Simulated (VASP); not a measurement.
# Si (I4_1/amd) in VASP: notebook, part 2 of 2

VASP 6.6.1. The steps go on from the part before.

## (5) Single point, r2SCAN

This run uses another cell than the first one, of the same volume but with other edges.

POSCAR reads:

```
Si
1.0
    0.0000000000      2.6305553690      2.8936109059
    2.6305553690      0.0000000000      2.8936109059
    2.6305553690      2.6305553690      0.0000000000
Si
2
Direct
    0.5000000000      0.5000000000      0.5000000000
    0.7500000000      0.7500000000      0.7500000000
```

INCAR.step1 reads:

```
SYSTEM = Si
ALGO     = Normal         ! electronic algorithm
EDIFF    = 1E-4           ! SCF threshold, eV
ENCUT    = 520            ! plane-wave cutoff, eV
GGA      = PE             ! functional
ISMEAR   = 0              ! smearing method
LASPH    = .TRUE.         ! aspherical terms in the spheres
LCHARG   = .FALSE.        ! write CHGCAR
LREAL    = .FALSE.        ! projectors in reciprocal space
LWAVE    = .TRUE.         ! write WAVECAR
NBANDS   = 11             ! bands
NELM     = 100            ! most SCF steps
PREC     = Accurate       ! precision mode
SIGMA    = 0.05           ! smearing width, eV
```

INCAR.step2 reads:

```
SYSTEM = Si
ALGO     = Normal         ! electronic algorithm
EDIFF    = 1E-6           ! SCF threshold, eV
ENCUT    = 520            ! plane-wave cutoff, eV
ISIF     = 2              ! what is computed and relaxed
ISMEAR   = 0              ! smearing method
ISTART   = 1            
LASPH    = .TRUE.         ! aspherical terms in the spheres
LCHARG   = .TRUE.         ! write CHGCAR
LELF     = .TRUE.         ! ELF
LMIXTAU  = .TRUE.       
LREAL    = .FALSE.        ! projectors in reciprocal space
LVHAR    = .TRUE.       
LWAVE    = .FALSE.        ! write WAVECAR
METAGGA  = R2SCAN         ! meta-GGA
NBANDS   = 11             ! bands
NELM     = 100            ! most SCF steps
PREC     = Accurate       ! precision mode
SIGMA    = 0.05           ! smearing width, eV
```

KPOINTS reads:

```
k-points
0
G
  10 10 10
  0 0 0
```

Potentials or basis: VASP PAW PBE potentials, release 64 (Si).

Run with:

```
cat potpaw_PBE.64/Si/POTCAR > POTCAR
cp INCAR.step1 INCAR
mpirun -np 1 vasp_std > vasp.out
cp INCAR.step2 INCAR
mpirun -np 1 vasp_std > vasp.out
```

OUTCAR:

```text
SYSTEM = Si
   EDIFF = 1E-6
   ENCUT = 520
   ISIF = 2
   ISMEAR = 0
   ISTART = 1
   LASPH = .TRUE.
   LREAL = .FALSE.
   METAGGA = R2SCAN
   NELM = 100
   PREC = Accurate

 ion  position               nearest neighbor table
   1  0.500  0.500  0.500-   2 2.36   2 2.36   2 2.36   2 2.36
   2  0.750  0.750  0.750-   1 2.36   1 2.36   1 2.36   1 2.36

  LATTYP: Found a body centered tetragonal cell.
 ALAT       =     3.7201670794
 C/A-ratio  =     1.5556349186

  Lattice vectors:

 A1 = (  -2.6305553690,   0.0000000000,   2.8936109059)
 A2 = (   2.6305553690,   0.0000000000,   2.8936109059)
 A3 = (   0.0000000000,   2.6305553690,  -2.8936109059)

Analysis of symmetry for initial positions (statically):
=====================================================================
 Subroutine PRICEL returns:
 Original cell was already a primitive cell.

 Routine SETGRP: Setting up the symmetry group for a
 body centered tetragonal supercell.

 Subroutine GETGRP returns: Found 16 space group operations
 (whereof  8 operations were pure point group operations)
 out of a pool of 16 trial point group operations.

[... 176 lines left out ...]
      3       6.0272      1.99803
      4       6.0272      1.99802
      5       8.4281      0.00000
      6       8.4281      0.00000
      7       8.7992      0.00000
      8       9.5543      0.00000
      9      12.9766      0.00000
     10      14.4701      0.00000
     11      14.8211      0.00000
[... 309 lines left out ...]
 k-point    24 :       0.4000    0.3000    0.0000
  band No.  band energies     occupation
      1      -4.7033      2.00000
      2      -0.3098      2.00000
      3       3.0649      2.00000
      4       3.6827      2.00000
      5       7.5953      0.00000
      6       8.7065      0.00000
      7      12.9753      0.00000
      8      13.3663      0.00000
      9      16.7691      0.00000
     10      17.0965      0.00000
     11      18.3985      0.00000

 [... further k-points ...]

------------------------ aborting loop because EDIFF is reached ----------------------------------------

  FORCE on cell =-STRESS in cart. coord.  units (eV):
  Direction    XX          YY          ZZ          XY          YZ          ZX
  --------------------------------------------------------------------------------------
  -------------------------------------------------------------------------------------
  Total        1.0396442      1.0396442     -1.9054190      0.0000000      0.0000000      0.0000000
  in kB       41.5939612     41.5939612    -76.2317779      0.0000000      0.0000000      0.0000000
  external PRESSURE =       2.3187148 kB  Pullay stress =       0.0000000 kB

 VOLUME and BASIS-vectors are now :
 -----------------------------------------------------------------------------
  energy-cutoff  :      520.00
  volume of cell :       40.05
      direct lattice vectors                 reciprocal lattice vectors
     0.000000000  2.630555369  2.893610906    -0.190073931  0.190073931  0.172794483
     2.630555369  0.000000000  2.893610906     0.190073931 -0.190073931  0.172794483
     2.630555369  2.630555369  0.000000000     0.190073931  0.190073931 -0.172794483

 POSITION                                       TOTAL-FORCE (eV/Angst)
 -----------------------------------------------------------------------------------
      2.63056      2.63056      2.89361         0.000000      0.000000     -0.000000
      3.94583      3.94583      4.34042        -0.000000     -0.000000      0.000000
 -----------------------------------------------------------------------------------
    total drift:                                0.000000     -0.000000     -0.000000

  FREE ENERGIE OF THE ION-ELECTRON SYSTEM (eV)
  ---------------------------------------------------
  free  energy   TOTEN  =       -17.4602067179 eV

  energy  without entropy=      -17.4602057503  energy(sigma->0) =      -17.46020623
```

OUTCAR.step1:

```text
SYSTEM = Si
   EDIFF = 1E-4
   ENCUT = 520
   GGA = PE
   ISMEAR = 0
   LASPH = .TRUE.
   LREAL = .FALSE.
[... 560 lines left out ...]
      2.63056      2.63056      2.89361         0.000000      0.000000      0.000000
      3.94583      3.94583      4.34042        -0.000000     -0.000000      0.000000
 -----------------------------------------------------------------------------------
    total drift:                               -0.000000     -0.000000     -0.000000

  FREE ENERGIE OF THE ION-ELECTRON SYSTEM (eV)
  ---------------------------------------------------
  free  energy   TOTEN  =       -10.7632843444 eV

  energy  without entropy=      -10.7631715777  energy(sigma->0) =      -10.76322796
```

OSZICAR.step1:

```text
N       E                     dE             d eps       ncg     rms          rms(c)
DAV:   1     0.844356782147E+01    0.84436E+01   -0.33820E+03  2244   0.593E+02
DAV:   2    -0.103798292863E+02   -0.18823E+02   -0.18128E+02  3033   0.868E+01
DAV:   3    -0.109379059954E+02   -0.55808E+00   -0.55661E+00  2918   0.132E+01
DAV:   4    -0.109419250743E+02   -0.40191E-02   -0.40186E-02  2719   0.140E+00
DAV:   5    -0.109419653457E+02   -0.40271E-04   -0.40270E-04  2879   0.130E-01    0.484E+00
DAV:   6    -0.108183012771E+02    0.12366E+00   -0.70748E-02  2542   0.109E+00    0.295E+00
DAV:   7    -0.107619228734E+02    0.56378E-01   -0.13557E-01  2564   0.162E+00    0.182E-01
DAV:   8    -0.107630820610E+02   -0.11592E-02   -0.60370E-03  2565   0.419E-01    0.811E-02
DAV:   9    -0.107632597263E+02   -0.17767E-03   -0.18008E-04  2827   0.848E-02    0.629E-02
DAV:  10    -0.107632843444E+02   -0.24618E-04   -0.25727E-05  1547   0.286E-02
   1 F= -.10763284E+02 E0= -.10763228E+02  d E =-.112767E-03
```

It took 4.3 min on 1 thread of Intel Xeon Platinum 8259CL at 2.50GHz (Skylake/Cascade Lake), shared host; peak memory 0.17 GiB.

What came out:

* Free energy: -17.4602 eV
* Pressure: 0.2 GPa
* Band gap on the k mesh: 0.23 eV, indirect (least direct gap 2.24 eV)

Levels at points of the mesh, in eV from the valence-band top:
```
           k point  band 1  band 2  band 3  band 4  band 5  band 6  band 7  band 8
(0.00, 0.00, 0.00)  -12.80   -0.81    0.00    0.00    2.40    2.40    2.77    3.53
(0.50, 0.00, 0.00)  -10.33   -7.54   -2.05   -1.03    1.22    3.37    3.71    8.16
(0.50, 0.50, 0.00)   -8.82   -8.82   -2.75   -2.75    1.20    1.20   10.64   10.64
(0.50, 0.00, 0.50)   -8.22   -8.22   -3.51   -3.51    0.40    0.40    9.60    9.60
```

Caveat: the PAW data sets were made with another functional, which shifts forces and pressure a little.

## (6) Summary

```tsv
cell	gap on the mesh (eV)	pressure (GPa)
a = 3.741, b = 3.741, c = 4.172 Å, angles 56.1, 56.1, 67.8°, 2 atoms	none	-2.0
a = 4.081, b = 4.081, c = 3.519 Å, angles 64.5, 64.5, 51.1°, 2 atoms	none	-1.4
a = 3.794, b = 3.794, c = 3.948 Å, angles 58.6, 58.6, 62.7°, 2 atoms	none	0.2
a = 3.911, b = 3.911, c = 3.720 Å, angles 61.6, 61.6, 56.8°, 2 atoms	0.23	0.2
```

Alike in all rows: task single point; level r2SCAN; potentials or basis VASP PAW PBE potentials, release 64 (Si); no spin polarisation; k mesh 10 × 10 × 10; cutoff (eV) 520; smearing gaussian 0.05 eV.

Caveats: the PAW data sets were made with another functional, which shifts forces and pressure a little.

Absolute energies hang on the potentials; compare differences alone.
